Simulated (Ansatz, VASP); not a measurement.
# One calculation of Tl, two programs

The input INCAR:

```
SYSTEM = Tl
PREC = Accurate
ENCUT = 520
EDIFF = 1E-8
ISMEAR = -1
SIGMA = 0.05
LREAL = .FALSE.
LASPH = .TRUE.
NELM = 60
ALGO = Normal
ISIF = 2
LWAVE = .FALSE.
LCHARG = .FALSE.
GGA = PE
LEFG = .TRUE.
NBANDS = 20
```

The input KPOINTS:

```
Automatic mesh
0
G
  11 11 6
  0 0 0
```

The input POSCAR:

```
Tl
1.0
    3.3860481321      0.0000000000      0.0000000000
   -1.6930240661      2.9324037009      0.0000000000
    0.0000000000      0.0000000000      5.4131726928
Tl
2
Direct
    0.3333333333      0.6666666667      0.2500000000
    0.6666666667      0.3333333333      0.7500000000
```

Input for Ansatz:

```yaml
crystal:
  lattice:
    - [3.3860481321, 0.0, 0.0]
    - [-1.6930240661, 2.9324037009, 0.0]
    - [0.0, 0.0, 5.4131726928]
  atoms:
    - { symbol: Tl, position: [0.3333333333, 0.6666666667, 0.25] }
    - { symbol: Tl, position: [0.6666666667, 0.3333333333, 0.75] }
kpoints:
  mp_grid: { grid: [11, 11, 6] }
scf:
  occupations: { method: fermi_dirac, width: 0.05 }
hamiltonian:
  xc: pbe
  pseudopotentials: { kind: paw }
output:
  forces: true
  stress: true
  eigenvalues: true
  efg: { contact_densities: true }
```

Change from the starting cell: volume scaled by 0.9405, PAW files.

Alike in both runs: task electric field gradients; functional PBE; k mesh 11 × 11 × 6; occupations fermi-dirac, width 0.05 eV; no spin polarisation.

|  | VASP | Ansatz |
| --- | --- | --- |
| version | VASP 6.6.1 | Ansatz 0.2.0 |
| potentials or method | VASP PAW PBE potentials, release 64 (Tl_d) | PAW with Ansatz's default frozen-core files, scalar-relativistic |
| plane-wave cutoff (eV) | 520 | 420 |
| valence electrons in the cell | 26 | 26 |

```tsv
	VASP	Ansatz	Ansatz less VASP
pressure (GPa)	6.2	6.2	+0.07
traceless stress, the component that is largest in VASP (GPa)	0.49	0.50	+0.009
size of Vzz on the site where it differs most (V/Å²)	26.0	26.5	+0.48
```

Neither program's run includes spin-orbit coupling.
